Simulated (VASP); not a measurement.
Here is a VASP 6.6.1 calculation.

Contents of INCAR:

```
ALGO = Normal
EDIFF = 1E-6
ENCUT = 520
GGA = PE
ISIF = 2
ISMEAR = 0
IVDW = 12
LASPH = True
LCHARG = False
LREAL = False
LWAVE = False
NBANDS = 14
NELM = 100
PREC = Accurate
SIGMA = 0.1
```

Contents of KPOINTS:

```
k-points
0
Gamma
  14 14 14
```

File POSCAR:

```
AlNi
1.0
    2.8574477867      0.0000000000      0.0000000000
    0.0000000000      2.8574477867      0.0000000000
    0.0000000000      0.0000000000      2.8574477867
Al Ni
1 1
Direct
    0.0000000000      0.0000000000      0.0000000000
    0.5000000000      0.5000000000      0.5000000000
```

Potentials or basis: VASP PAW PBE potentials, release 64 (Al, Ni).

The run is started by

```console
$ cat potpaw_PBE.64/Al/POTCAR potpaw_PBE.64/Ni/POTCAR > POTCAR
$ mpirun -np 1 vasp_std > vasp.out
```

(1) Predict the dispersion energy per atom.

(2) Predict the band gap on the k mesh.

Answers

(1) -0.454 eV.

(2) zero (an odd number of electrons rules out a gap without spin polarisation).
